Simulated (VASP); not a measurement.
Runs of VASP 6.6.1 on SnSe2. The structure is that of space group P-3m1 (No. 164), or close to it. The cells are those of the table. 

```csv
cell,gap on the mesh (eV),pressure (GPa),largest force (eV/Å)
"a = 3.692, b = 3.692, c = 6.540 Å, angles 90.0, 90.0, 120.0°, 3 atoms",0.68,3.6,0.17
"a = 3.586, b = 3.586, c = 6.930 Å, angles 90.0, 90.0, 120.0°, 3 atoms",0.12,(a),0.87
"a = 4.023, b = 4.023, c = 5.507 Å, angles 90.0, 90.0, 120.0°, 3 atoms",0.07,(b),1.05
"a = 3.918, b = 3.918, c = 5.805 Å, angles 90.0, 90.0, 120.0°, 3 atoms",0.53,3.1,0.85
```

Alike in all rows: task single point; level r2SCAN; potentials or basis VASP PAW PBE potentials, release 64 (Sn_d, Se); no spin polarisation; k mesh 12 × 12 × 6; cutoff (eV) 520; smearing gaussian 0.05 eV.

Problem. Estimate the missing entries.

Solution. (a) 4.0; (b) 2.7.

Caveats: semilocal functionals underestimate gaps, and a narrow one can read as zero; the PAW data sets were made with another functional, which shifts forces and pressure a little; spin-orbit coupling is left out, which moves the levels of the heavy elements; the stress differs along the axes, from -1 to 6 GPa (at least some runs); the stress differs along the axes, from -6 to 9 GPa (at least some runs); the stress differs along the axes, from 0 to 8 GPa (at least some runs); the stress differs along the axes, from 1 to 7 GPa (at least some runs).

A k mesh can miss the band edges, and the runs leave out spin-orbit coupling on Se, Sn.
